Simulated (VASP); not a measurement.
# AuS2 (P6_3/mmc) in VASP: a series of runs, part 2 of 2

VASP 6.6.1. The steps go on from the part before.

## (3) Single point, PBE

This run uses another cell than the first one, of 18.73 Å³/atom.

Input file INCAR:

```
PREC     = Accurate       # precision mode
ENCUT    = 520            # plane-wave cutoff, eV
EDIFF    = 1E-6           # SCF threshold, eV
ISMEAR   = 0              # smearing method
SIGMA    = 0.1            # smearing width, eV
LREAL    = False          # projectors in reciprocal space
LASPH    = True           # aspherical terms in the spheres
NELM     = 80             # most SCF steps
ALGO     = Normal         # electronic algorithm
ISIF     = 2              # what is computed and relaxed
LWAVE    = False          # write WAVECAR
LCHARG   = False          # write CHGCAR
GGA      = PE             # functional
NBANDS   = 32             # bands
```

Input file KPOINTS:

```
Automatic mesh
0
Gamma
  12 12 4
```

Input file POSCAR:

```
AuS2
1.0
    3.5525906659      0.0000000000      0.0000000000
   -1.7762953329      3.0766337659      0.0000000000
    0.0000000000      0.0000000000     10.2815299821
S Au
4 2
Direct
    0.3333333333      0.6666666667      0.5967663044
    0.6666666667      0.3333333333      0.0967663044
    0.3333333333      0.6666666667      0.9032336956
    0.6666666667      0.3333333333      0.4032336956
    0.3333333333      0.6666666667      0.2500000000
    0.6666666667      0.3333333333      0.7500000000
```

Potentials or basis: VASP PAW PBE potentials, release 64 (S, Au).

Started as:

```sh
$ cat potpaw_PBE.64/S/POTCAR potpaw_PBE.64/Au/POTCAR > POTCAR
$ mpirun -np 1 vasp_std > vasp.out
```

OUTCAR:

```text
PREC = Accurate
   ENCUT = 520
   EDIFF = 1E-6
   ISMEAR = 0
   LREAL = False
   LASPH = True
   NELM = 80
   ISIF = 2
   GGA = PE

 ion  position               nearest neighbor table
   1  0.333  0.667  0.597-   6 2.59   6 2.59   6 2.59
   2  0.667  0.333  0.097-   5 2.59   5 2.59   5 2.59
   3  0.333  0.667  0.903-   6 2.59   6 2.59   6 2.59
   4  0.667  0.333  0.403-   5 2.59   5 2.59   5 2.59
   5  0.333  0.667  0.250-   2 2.59   4 2.59   2 2.59   4 2.59   2 2.59   4 2.59
   6  0.667  0.333  0.750-   1 2.59   3 2.59   1 2.59   3 2.59   1 2.59   3 2.59

  LATTYP: Found a hexagonal cell.
 ALAT       =     3.5525906659
 C/A-ratio  =     2.8940936204

  Lattice vectors:

 A1 = (   3.5525906659,   0.0000000000,   0.0000000000)
 A2 = (  -1.7762953329,   3.0766337659,   0.0000000000)
 A3 = (   0.0000000000,   0.0000000000,  10.2815299821)

Analysis of symmetry for initial positions (statically):
=====================================================================
 Subroutine PRICEL returns:
 Original cell was already a primitive cell.

 Routine SETGRP: Setting up the symmetry group for a
 hexagonal supercell.

 Subroutine GETGRP returns: Found 24 space group operations
 (whereof 12 operations were pure point group operations)
 out of a pool of 24 trial point group operations.

The static configuration has the point symmetry D_3d.
 The point group associated with its full space group is D_6h.

Analysis of symmetry for dynamics (positions and initial velocities):
=====================================================================
 Subroutine PRICEL returns:
 Original cell was already a primitive cell.

 Routine SETGRP: Setting up the symmetry group for a
 hexagonal supercell.

 Subroutine GETGRP returns: Found 24 space group operations
 (whereof 12 operations were pure point group operations)
 out of a pool of 24 trial point group operations.

[... 131 lines left out ...]
  Fermi-wavevector in a.u.,A,eV,Ry     =   1.215536  2.297030 20.102990  1.477528
  Thomas-Fermi vector in A             =   2.350920
   LORBIT       =      0    0 simple, 1 ext, 2 COOP (PROOUT), +10 PAW based schemes
   GGA     = PE    functional components
   LHFCALC =     F    Hartree Fock is set to
   AEXX    =    0.0000 exact exchange contribution
   IVDW    =     0    specifies the selected vdW correction
   LEPSILON=     F    determine dielectric tensor
   LRPA    =     F    only Hartree local field effects (RPA)
 non-spin polarized calculation
 Gauss-broadening in eV      SIGMA  =   0.10
  energy-cutoff  :      520.00
  volume of cell :      112.38
 maximum number of plane-waves:      3080
 NGX is ok and might be reduce to    28
   NGX = 13   NGY = 13   NGZ = 39

 number of electron      45.9999996 magnetization

 Free energy of the ion-electron system (eV)
  ---------------------------------------------------
  ext. energy  EPLUGINS =         0.00000000
  ---------------------------------------------------
  free energy    TOTEN  =       -19.71889725 eV

  energy without entropy =      -19.69794520  energy(sigma->0) =      -19.70842122

 E-fermi :   6.3253     XC(G=0): -10.7747

 val. band max:        6.3244310313   @ k =   0.2500   0.0833   0.2500
 cond. band min:       6.3291316955   @ k =   0.2500   0.2500   0.5000
 fundamental gap:      0.0047006642
 Fermi energy:         6.3252917291

 k-point     1 :       0.0000    0.0000    0.0000
  band No.  band energies     occupation
      1      -8.4874      2.00000
      2      -7.6965      2.00000
      3      -6.9878      2.00000
      4      -5.5004      2.00000
      5      -0.7965      2.00000
      6       1.1875      2.00000
[... 829 lines left out ...]
     31      13.5420      0.00000
     32      14.1541      0.00000

 [... further k-points ...]

------------------------ aborting loop because EDIFF is reached ----------------------------------------

  FORCE on cell =-STRESS in cart. coord.  units (eV):
  Direction    XX          YY          ZZ          XY          YZ          ZX
  --------------------------------------------------------------------------------------
  -------------------------------------------------------------------------------------
  Total       -0.1693480     -0.1693480     -0.1886080     -0.0000000     -0.0000000      0.0000000
  in kB       -2.4144155     -2.4144155     -2.6890078     -0.0000000     -0.0000000      0.0000000
  external PRESSURE =      -2.5059463 kB  Pullay stress =       0.0000000 kB

 VOLUME and BASIS-vectors are now :
 -----------------------------------------------------------------------------
  energy-cutoff  :      520.00
  volume of cell :      112.38
      direct lattice vectors                 reciprocal lattice vectors
     3.552590666  0.000000000  0.000000000     0.281484723  0.162515281  0.000000000
    -1.776295333  3.076633766  0.000000000     0.000000000  0.325030561  0.000000000
     0.000000000  0.000000000 10.281529982     0.000000000  0.000000000  0.097261789

 POSITION                                       TOTAL-FORCE (eV/Angst)
 -----------------------------------------------------------------------------------
     -0.00000      2.05109      6.13567         0.000000      0.000000      0.016618
      1.77630      1.02554      0.99491         0.000000     -0.000000      0.016618
     -0.00000      2.05109      9.28662         0.000000      0.000000     -0.016618
      1.77630      1.02554      4.14586         0.000000     -0.000000     -0.016618
     -0.00000      2.05109      2.57038         0.000000      0.000000      0.000000
      1.77630      1.02554      7.71115        -0.000000     -0.000000      0.000000
 -----------------------------------------------------------------------------------
    total drift:                               -0.000000      0.000000      0.000000

  FREE ENERGIE OF THE ION-ELECTRON SYSTEM (eV)
  ---------------------------------------------------
  free  energy   TOTEN  =       -19.7188972480 eV

  energy  without entropy=      -19.6979451964  energy(sigma->0) =      -19.70842122
```

stdout:

```text
POSCAR found type information on POSCAR S Au
 POSCAR found :  2 types and       6 ions
 scaLAPACK will be used
 LDA part: xc-table for (Slater+PW92), standard interpolation
 POSCAR, INCAR and KPOINTS ok, starting setup
 FFT: planning ... GRIDC
 FFT: planning ... GRID_SOFT
 FFT: planning ... GRID
 WAVECAR not read
 entering main loop
```

Wall time 1.9 min (1 thread of Intel Xeon 6975P-C (Granite Rapids), shared host); peak memory 0.34 GiB.

Results:

- Free energy: -19.7189 eV
- Pressure: -0.3 GPa
- Largest force: 0.017 eV/Å
- Band gap on the k mesh: zero (bands 23 and 24 overlap by 1.20 eV)

Forces on the atoms (eV/Å):
```
S    0.000  0.000  0.017
S    0.000  0.000  0.017
S    0.000  0.000 -0.017
S    0.000  0.000 -0.017
Au   0.000  0.000  0.000
Au   0.000  0.000  0.000
```

Caveat: spin-orbit coupling is left out, which moves the levels of the heavy elements.
